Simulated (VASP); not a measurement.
A run of VASP 6.6.1 is set up as follows.

INCAR

```
SYSTEM = Y2LuN3
PREC = Accurate
ENCUT = 520
EDIFF = 1E-6
ISMEAR = 0
SIGMA = 0.01
LREAL = .FALSE.
LASPH = .TRUE.
NELM = 80
ALGO = Normal
ISIF = 2
LWAVE = .FALSE.
LCHARG = .TRUE.
GGA = PE
LELF = .TRUE.
LVHAR = .TRUE.
NBANDS = 40
```

File KPOINTS:

```
Automatic mesh
0
G
  12 12 4
  0 0 0
```

POSCAR

```
Y2LuN3
1.0
    3.4352120616      0.0000000000      0.0000000000
   -1.7176060308      2.9749809128      0.0000000000
    0.0000000000      0.0000000000      8.4162374708
Y Lu N
2 1 3
Direct
    0.3333333333      0.6666666667      0.6690292511
    0.6666666667      0.3333333333      0.3309707489
    0.0000000000      0.0000000000      0.0000000000
    0.3333333333      0.6666666667      0.1617347669
    0.6666666667      0.3333333333      0.8382652331
    0.0000000000      0.0000000000      0.5000000000
```

Potentials or basis: VASP PAW PBE potentials, release 64 (Y_sv, Lu, N).

The run is started by

```sh
$ cat potpaw_PBE.64/Y_sv/POTCAR potpaw_PBE.64/Lu/POTCAR potpaw_PBE.64/N/POTCAR > POTCAR
$ mpirun -np 1 vasp_std > vasp.out
```

(1) Predict the largest force.

(2) Predict the band gap on the k mesh.

(3) Estimate the pressure.

Results:

(1) 0.051 eV/Å.

(2) 0.10 eV (least direct gap 0.59 eV).

(3) 0.1 GPa.

Caveat: spin-orbit coupling is left out, which moves the levels of the heavy elements.
